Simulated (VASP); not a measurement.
# TaN in VASP: a series of runs, part 2 of 2

VASP 6.6.1. Earlier steps stand in the parts before.

## 3. Single point, PBEsol (equal xx and yy strain of +1 %)

INCAR

```
  PREC = Accurate
  ENCUT = 520
  EDIFF = 1E-6
  ISMEAR = -1
  SIGMA = 0.01
  LREAL = False
  LASPH = True
  NELM = 100
  ALGO = Normal
  ISIF = 2
  LWAVE = False
  LCHARG = True
  GGA = PS
  LELF = True
  LVHAR = True
  NBANDS = 33
```

KPOINTS

```
regular mesh
0
Gamma
  6 6 9
```

POSCAR

```
TaN
1.0
    5.2479608756      0.0000000000      0.0000000000
   -2.6239804377      4.5448674363      0.0000000000
    0.0000000000      0.0000000000      2.9110000000
Ta N
3 3
Direct
    0.3333333333      0.6666666667      0.5000000000
    0.6666666667      0.3333333333      0.5000000000
    0.0000000000      0.0000000000      0.0000000000
    0.3928500000      0.0000000000      0.0000000000
    0.6071500000      0.6071500000      0.0000000000
    0.0000000000      0.3928500000      0.0000000000
```

Potentials or basis: VASP PAW PBE potentials, release 64 (Ta_pv, N).

The run is started by

```console
$ cat potpaw_PBE.64/Ta_pv/POTCAR potpaw_PBE.64/N/POTCAR > POTCAR
$ mpirun -np 1 vasp_std > vasp.out
```

OUTCAR:

```text
PREC = Accurate
   ENCUT = 520
   EDIFF = 1E-6
   ISMEAR = -1
   LREAL = False
   LASPH = True
   NELM = 100
   ISIF = 2
   GGA = PS

 ion  position               nearest neighbor table
   1  0.333  0.667  0.500-   4 2.17   4 2.17   6 2.17   6 2.17   5 2.17   5 2.17   2 3.03   2 3.03
                             2 3.03   3 3.36   3 3.36   3 3.36   3 3.36   3 3.36   3 3.36
   2  0.667  0.333  0.500-   6 2.17   6 2.17   4 2.17   4 2.17   5 2.17   5 2.17   1 3.03   1 3.03
                             1 3.03   3 3.36   3 3.36   3 3.36   3 3.36   3 3.36   3 3.36
   3  0.000  0.000  0.000-   6 2.06   4 2.06   5 2.06   2 3.36   1 3.36   1 3.36   2 3.36   1 3.36
                             1 3.36   2 3.36   2 3.36   2 3.36   2 3.36   1 3.36   1 3.36
   4  0.393  0.000  0.000-   3 2.06   1 2.17   1 2.17   2 2.17   2 2.17
   5  0.607  0.607  0.000-   3 2.06   2 2.17   2 2.17   1 2.17   1 2.17
   6  0.000  0.393  0.000-   3 2.06   2 2.17   2 2.17   1 2.17   1 2.17

  LATTYP: Found a hexagonal cell.
 ALAT       =     5.2479608756
 C/A-ratio  =     0.5546916353

  Lattice vectors:

 A1 = (   5.2479608756,   0.0000000000,   0.0000000000)
 A2 = (  -2.6239804377,   4.5448674363,   0.0000000000)
 A3 = (   0.0000000000,   0.0000000000,   2.9110000000)

Analysis of symmetry for initial positions (statically):
=====================================================================
 Subroutine PRICEL returns:
 Original cell was already a primitive cell.

 Routine SETGRP: Setting up the symmetry group for a
 hexagonal supercell.

 Subroutine GETGRP returns: Found 12 space group operations
 (whereof 12 operations were pure point group operations)
 out of a pool of 24 trial point group operations.

The static configuration has the point symmetry D_3h.

Analysis of symmetry for dynamics (positions and initial velocities):
=====================================================================
 Subroutine PRICEL returns:
 Original cell was already a primitive cell.

 Routine SETGRP: Setting up the symmetry group for a
 hexagonal supercell.

 Subroutine GETGRP returns: Found 12 space group operations
 (whereof 12 operations were pure point group operations)
 out of a pool of 24 trial point group operations.

The dynamic configuration has the point symmetry D_3h.

 Subroutine INISYM returns: Found 12 space group operations
 (whereof 12 operations are pure point group operations),
 and found     1 'primitive' translations

----------------------------------------------------------------------------------------

                                     Primitive cell

  volume of cell :      69.4311

  direct lattice vectors                    reciprocal lattice vectors
     5.247960876  0.000000000  0.000000000     0.190550201  0.110014210  0.000000000
    -2.623980438  4.544867436  0.000000000     0.000000000  0.220028420  0.000000000
     0.000000000  0.000000000  2.911000000     0.000000000  0.000000000  0.343524562

  length of vectors
     5.247960876  5.247960876  2.911000000     0.220028420  0.220028420  0.343524562

  position of ions in fractional coordinates (direct lattice)
     0.333333333  0.666666667  0.500000000
     0.666666667  0.333333333  0.500000000
     0.000000000  0.000000000  0.000000000
     0.392850000  0.000000000  0.000000000
     0.607150000  0.607150000  0.000000000
     1.000000000  0.392850000  0.000000000
[... 40 lines left out ...]
  0.333333  0.000000  0.000000      6.000000
  0.500000  0.000000  0.000000      3.000000
  0.166667  0.166667  0.000000      6.000000
  0.333333  0.166667  0.000000     12.000000
[... 16 lines left out ...]
  0.166667  0.000000  0.333333     12.000000
  0.333333  0.000000  0.333333     12.000000
 [... further k-points ...]
   k-points           NKPTS =     35   k-points in BZ     NKDIM =     35   number of bands    NBANDS=     33
   number of dos      NEDOS =    301   number of ions     NIONS =      6
   total plane-waves  NPLWV =  38400
   dimension x,y,z NGX =    40 NGY =   40 NGZ =   24
   dimension x,y,z NGXF=    80 NGYF=   80 NGZF=   48
   ions per type =               3   3
   NGX,Y,Z   is equivalent  to a cutoff of  12.67, 12.67, 13.71 a.u.
   NGXF,Y,Z  is equivalent  to a cutoff of  25.34, 25.34, 27.41 a.u.
 SYSTEM =  unknown system
   PREC   = accura    normal or accurate (medium, high low for compatibility)
   ISTART =      0    job   : 0-new  1-cont  2-samecut
   ICHARG =      2    charge: 1-file 2-atom 10-const
   ISPIN  =      1    spin polarized calculation?
   LNONCOLLINEAR =      F non collinear calculations
   LSORBIT =      F    spin-orbit coupling
   LASPH  =      T    aspherical Exc in radial PAW
   ENCUT  =  520.0 eV  38.22 Ry    6.18 a.u.   9.76  9.76  5.41*2*pi/ulx,y,z
   NELM   =    100;   NELMIN=  2; NELMDL= -5     # of ELM steps
   EDIFF  = 0.1E-05   stopping-criterion for ELM
   LREAL  =      F    real-space projection
   EDIFFG = 0.1E-04   stopping-criterion for IOM
   NSW    =      0    number of steps for IOM
   IBRION =     -1    ionic relax: 0-MD 1-quasi-New 2-CG
   NFREE  =      0    steps in history (QN), initial steepest desc. (CG)
   ISIF   =      2    stress and relaxation
   ISYM   =      2    0-nonsym 1-usesym 2-fastsym
   POTIM  = 0.5000    time-step for ionic-motion
   TEBEG  =    0.0;   TEEND  =   0.0 temperature during run
   PSTRESS=    0.0 pullay stress
   NELECT =      48.0000    total number of electrons
   NUPDOWN=      -1.0000    fix difference up-down
   EMIN   =  10.00;   EMAX   =-10.00  energy-range for DOS
   EFERMI =   0.00;   METHOD = LEGACY
   ISMEAR =    -1;   SIGMA  =   0.01  broadening in eV -4-tet -1-fermi 0-gaus
   EFERMI_NEDOS =   21; number of points for ismear=-14 and -15
   IALGO  =     38    algorithm
   IMIX   =      4    mixing-type and parameters
     AMIX     =   0.40;   BMIX     =  1.00
     AMIX_MAG =   1.60;   BMIX_MAG =  1.00
  volume/ion in A,a.u.               =      11.57        78.09
  Fermi-wavevector in a.u.,A,eV,Ry     =   1.447562  2.735496 28.510143  2.095436
  Thomas-Fermi vector in A             =   2.565503
   LORBIT       =      0    0 simple, 1 ext, 2 COOP (PROOUT), +10 PAW based schemes
   GGA     = PS    functional components
   LHFCALC =     F    Hartree Fock is set to
   AEXX    =    0.0000 exact exchange contribution
   IVDW    =     0    specifies the selected vdW correction
   LEPSILON=     F    determine dielectric tensor
   LRPA    =     F    only Hartree local field effects (RPA)
 non-spin polarized calculation
  energy-cutoff  :      520.00
  volume of cell :       69.43
 maximum number of plane-waves:      1895
 NGX is ok and might be reduce to    40
   NGX = 19   NGY = 19   NGZ = 11

 number of electron      47.9999999 magnetization

 Free energy of the ion-electron system (eV)
  ---------------------------------------------------
  ext. energy  EPLUGINS =         0.00000000
  ---------------------------------------------------
  free energy    TOTEN  =       -71.38236748 eV

  energy without entropy =      -71.38208048  energy(sigma->0) =      -71.38222398

 E-fermi :   7.9498     XC(G=0): -13.0532

 val. band max:        7.9271769600   @ k =   0.1667   0.0000   0.2222
 cond. band min:       7.9967067149   @ k =   0.1667   0.0000   0.3333
 fundamental gap:      0.0695297549
 Fermi energy:         7.9497784574

 k-point     1 :       0.0000    0.0000    0.0000
  band No.  band energies     occupation
      1     -28.2134      2.00000
      2     -28.2134      2.00000
      3     -27.8837      2.00000
      4     -27.8837      2.00000
      5     -27.6989      2.00000
      6     -27.6029      2.00000
[... 853 lines left out ...]
     32      11.5619      0.00000
     33      12.8539      0.00000

 [... further k-points ...]

------------------------ aborting loop because EDIFF is reached ----------------------------------------

  FORCE on cell =-STRESS in cart. coord.  units (eV):
  Direction    XX          YY          ZZ          XY          YZ          ZX
  --------------------------------------------------------------------------------------
  -------------------------------------------------------------------------------------
  Total       -4.1598059     -4.1598059     -3.3661650     -0.0000000      0.0000000      0.0000000
  in kB      -95.9908055    -95.9908055    -77.6769157     -0.0000000      0.0000000      0.0000000
  external PRESSURE =     -89.8861755 kB  Pullay stress =       0.0000000 kB

 VOLUME and BASIS-vectors are now :
 -----------------------------------------------------------------------------
  energy-cutoff  :      520.00
  volume of cell :       69.43
      direct lattice vectors                 reciprocal lattice vectors
     5.247960876  0.000000000  0.000000000     0.190550201  0.110014210  0.000000000
    -2.623980438  4.544867436  0.000000000     0.000000000  0.220028420  0.000000000
     0.000000000  0.000000000  2.911000000     0.000000000  0.000000000  0.343524562

 POSITION                                       TOTAL-FORCE (eV/Angst)
 -----------------------------------------------------------------------------------
     -0.00000      3.02991      1.45550         0.000000      0.000000     -0.000000
      2.62398      1.51496      1.45550         0.000000      0.000000     -0.000000
      0.00000      0.00000      0.00000         0.000000      0.000000     -0.000000
      2.06166      0.00000      0.00000        -0.116722      0.000000      0.000000
      1.59315      2.75942      0.00000         0.058361      0.101085      0.000000
     -1.03083      1.78545      0.00000         0.058361     -0.101085     -0.000000
 -----------------------------------------------------------------------------------
    total drift:                               -0.000001     -0.000002      0.000000

  FREE ENERGIE OF THE ION-ELECTRON SYSTEM (eV)
  ---------------------------------------------------
  free  energy   TOTEN  =       -71.3823674762 eV

  energy  without entropy=      -71.3820804799  energy(sigma->0) =      -71.38222398
```

It took 47 s on 1 thread of AMD EPYC 9R45 (Zen 5), shared host; peak memory 0.19 GiB.

Results:

- Free energy: -71.3824 eV
- Pressure: -9.0 GPa
- Largest force: 0.117 eV/Å
- Band gap on the k mesh: zero (band 24 reaches 9.75 eV, above the bottom of band 25 at 6.60 eV)

Forces on the atoms (eV/Å):
```
Ta   0.000  0.000  0.000
Ta   0.000  0.000  0.000
Ta   0.000  0.000  0.000
N   -0.117  0.000  0.000
N    0.058  0.101  0.000
N    0.058 -0.101  0.000
```

Levels at points of the mesh, in eV from the Fermi level:
```tsv
k point	band 22	band 23	band 24	band 25	band 26	band 27
(0.00, 0.00, 0.00)	-3.21	-1.96	-0.90	-0.90	0.66	0.66
(0.50, 0.00, 0.00)	-3.78	-2.82	-2.59	1.22	1.79	1.86
```

Caveat: the cell differs from its parent crystal (equal xx and yy strain of +1 %); the PAW data sets were made with another functional, which shifts forces and pressure a little; spin-orbit coupling is left out, which moves the levels of the heavy elements.
